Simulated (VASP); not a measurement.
MgO: single point with PBE

MgO:

```
Mg O
1.0
     2.54958    0.00000    0.00000
     0.00000    2.54958    0.00000
     0.00000    0.00000    2.54958
Mg O
1 1
Direct
  0.00000 0.00000 0.00000
  0.50000 0.50000 0.50000
```

This cell differs from its parent crystal: volume scaled by 0.880.

```json
{
 "Program": "VASP 6.6.1",
 "Task": "single point",
 "Functional": "PBE",
 "Potentials or basis": "VASP PAW PBE potentials, release 64 (Mg, O)",
 "Cutoff": "520 eV",
 "k mesh": "14 × 14 × 14",
 "Occupations": "gaussian, width 0.05 eV",
 "Spin": "no spin polarisation",
 "Dipole correction": "no",
 "Further INCAR settings": "ALGO = Normal; EDIFF = 1e-07; NBANDS = 11"
}
```

| Item | Value |
| --- | --- |
| Pressure | 22.0 GPa |
| Band gap on the k mesh | 3.47 eV, indirect (least direct gap 4.59 eV) |

Levels at points of the mesh, in eV from the valence-band top:
```
           k point  band 1  band 2  band 3  band 4  band 5  band 6  band 7  band 8  band 9
(0.00, 0.00, 0.00)  -19.21   -1.12   -1.12   -1.12    3.47   10.62   10.62   21.95   21.95
(0.50, 0.00, 0.00)  -17.76   -7.12   -0.64   -0.64    7.89   10.52   15.08   17.95   19.17
(0.50, 0.50, 0.00)  -16.73   -5.21   -5.21    0.00    5.31   13.26   13.26   14.15   20.07
(0.50, 0.50, 0.50)  -15.70   -4.10   -4.10   -4.10    7.92    7.92    7.92   18.15   20.11
```

Run time: 7.7 s on 1 thread of Intel(R) Xeon(R) 6975P-C (Granite Rapids), with other jobs on the host, peak memory 0.14 GiB.

 A k mesh can miss the band edges.
